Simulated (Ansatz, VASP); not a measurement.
**InP in VASP and in Ansatz**

```
CELL_PARAMETERS angstrom
0.00000 2.76883 2.76883
2.76883 0.00000 2.76883
2.76883 2.76883 0.00000
ATOMIC_POSITIONS crystal
In 0.00000 0.00000 0.00000
P 0.50000 0.50000 0.50000
```

Alike in both runs: task single point; functional PBE; k mesh 8 × 8 × 8; occupations gaussian, width 0.021 eV; no spin polarisation.

```csv
,VASP,Ansatz
version,VASP 6.6.1,Ansatz 0.2.0
potentials or method,"VASP PAW PBE potentials, release 64 (In_d, P)",Ansatz PAW
plane-wave cutoff (eV),520,420
valence electrons in the cell,18,18
```

```tsv
	VASP	Ansatz	Ansatz less VASP
gap on the k mesh at the Fermi level (eV)	none	none	-
pressure (GPa)	-0.1	-0.1	+0.05
```

A gap of «none» marks a metal or a gap that the smearing closes. With one functional, cell and mesh, what is left measures potentials, basis and numerics.
